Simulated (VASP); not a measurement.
**InP: single point with PBEsol**

Crystal: InP.

```
CELL_PARAMETERS angstrom
0.00000 2.90119 2.93050
2.90119 0.00000 2.93050
2.90119 2.90119 0.00000
ATOMIC_POSITIONS crystal
In 0.00000 0.00000 0.00000
P 0.75000 0.75000 0.75000
```

```yaml
Program: VASP 6.6.1
Task: single point
Functional: PBEsol
Potentials_or_basis: VASP PAW PBE potentials, release 64 (In_d, P)
Cutoff: 520 eV
k_mesh: 7 × 7 × 7
Occupations: fermi-dirac, width 0.05 eV
Spin: no spin polarisation
Dipole_correction: no
Further_INCAR_settings: ALGO = Normal; EDIFF = 1e-06; NBANDS = 16
```

```json
{
  "Pressure": "2.0 GPa",
  "Band gap on the k mesh": "0.70 eV, direct"
}
```

Stress tensor (GPa, compression positive):
```
2.18 0.00 0.00
0.00 2.18 0.00
0.00 0.00 1.76
```

Levels at points of the mesh, in eV from the valence-band top:
| k point | band 6 | band 7 | band 8 | band 9 | band 10 | band 11 | band 12 | band 13 |
| --- | --- | --- | --- | --- | --- | --- | --- | --- |
| (0.00, 0.00, 0.00) | -11.71 | -0.05 | 0.00 | 0.00 | 0.70 | 3.99 | 3.99 | 4.01 |

Wall time 17 s on 1 thread of Intel(R) Xeon(R) Platinum 8488C (Sapphire Rapids) (shared host), peak memory 0.18 GiB.

Caveat: the PAW data sets were made with another functional, which shifts forces and pressure a little; spin-orbit coupling is left out, which moves the levels of the heavy elements. Expect the measured gap to be larger: semilocal functionals such as PBEsol lack the derivative discontinuity.
